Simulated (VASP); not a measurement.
Crystal: LiGe2P3.

```xyz
6
Lattice="3.7437 0.0000 0.0000 0.0000 3.7437 0.0000 0.0000 0.0000 7.0294" Properties=species:S:1:pos:R:3 pbc="T T T"
Li    0.0000    0.0000    0.0000
Ge    0.0000    1.8719    4.7471
Ge    1.8719    0.0000    2.2823
P     0.0000    1.8719    2.1111
P     1.8719    0.0000    4.9183
P     1.8719    1.8719    0.0000
```

* Program: VASP 6.6.1
* Task: relaxation of cell and atoms
* Functional: PBE
* Potentials or basis: VASP PAW PBE potentials, release 64 (Li_sv, Ge_d, P)
* Cutoff: 600 eV
* k mesh: 4 × 4 × 4
* Occupations: gaussian, width 0.1 eV
* Spin: no spin polarisation

At the start: pressure 0.0 GPa; volume 16.42 Å³/atom.

Problem. Where does the relaxation end?

Solution. Over 16 steps the energy falls by 5.2 meV/atom and the volume is 16.54 Å³/atom (+0.7 %); space group P-4m2 (No. 115, to 0.05 Å).

The path:
```
step  energy change (eV)  largest force (eV/Å)  pressure (GPa)  volume (Å³)
   1              0.0000                0.1695            0.03        98.52
   2             -0.0077                0.1538           -0.03        98.56
   3             -0.0131                0.1332           -0.14        98.61
   4             -0.0134                0.1310           -0.15        98.62
   5             -0.0171                0.1080            0.09        98.33
   6             -0.0218                0.0604            0.52        97.72
   7             -0.0168                0.0637            1.52        96.50
   8             -0.0224                0.0610            0.84        97.41
   9             -0.0242                0.0653            0.69        97.63
  10             -0.0278                0.0782            0.35        98.26
  11             -0.0262                0.1011           -0.30        99.54
  12             -0.0287                0.0874            0.04        98.75
  13             -0.0294                0.0807            0.01        98.82
  14             -0.0309                0.0617           -0.10        99.03
  15             -0.0310                0.0126           -0.31        99.44
  16             -0.0314                0.0395           -0.25        99.24
```

Final structure:
```cif
data_structure
_symmetry_space_group_name_H-M 'P 1'
_symmetry_Int_Tables_number 1
_cell_length_a 3.7830
_cell_length_b 3.7830
_cell_length_c 6.9344
_cell_angle_alpha 90.000
_cell_angle_beta 90.000
_cell_angle_gamma 90.000
_cell_volume 99.24
loop_
_atom_site_label
_atom_site_type_symbol
_atom_site_fract_x
_atom_site_fract_y
_atom_site_fract_z
_atom_site_occupancy
Li1 Li 0.00000 0.00000 0.00000 1
Ge1 Ge 0.00000 0.50000 0.66448 1
Ge2 Ge 0.50000 0.00000 0.33552 1
P1 P 0.00000 0.50000 0.28333 1
P2 P 0.50000 0.00000 0.71667 1
P3 P 0.50000 0.50000 0.00000 1
```

Caveat: the k points lie up to 0.42 Å⁻¹ apart in the final cell; the cutoff is under 1.25 times the usual one of these potentials, so pressure, stress and relaxed cells hold a basis-set (Pulay) error.
